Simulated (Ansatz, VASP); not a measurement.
**Two plane-wave programs on La2AlF**

```
La Al F
1.0
     3.73294    0.00000    0.00000
    -1.86647    3.23282    0.00000
     0.00000    0.00000    8.10135
La Al F
2 1 1
Direct
  0.33333 0.66667 0.71884
  0.66667 0.33333 0.28116
  0.00000 0.00000 0.00000
  0.00000 0.00000 0.50000
```

Alike in both runs: functional PBE; k mesh 12 × 12 × 6; occupations gaussian, width 0.1 eV; no spin polarisation.

Ansatz relaxed the structure, and its values are those at the end. VASP's run is a single point on that final structure, the one shown.

|  | VASP | Ansatz |
| --- | --- | --- |
| version | VASP 6.6.1 | Ansatz 0.2.0 |
| potentials or method | VASP PAW PBE potentials, release 64 (La, Al, F), cutoff 520 eV | scalar-relativistic, plane waves, PAW |
| valence electrons in the cell | 32 | 32 |

|  | VASP | Ansatz | Ansatz less VASP |
| --- | --- | --- | --- |
| gap on the k mesh at the Fermi level (eV) | none | none | - |
| pressure (GPa) | -0.1 | 0.0 | +0.10 |

A gap of «none» marks a metal or a gap that the smearing closes. The functional is the same, so the differences come from potentials, cutoffs and numerics.

Spin-orbit coupling is off throughout.
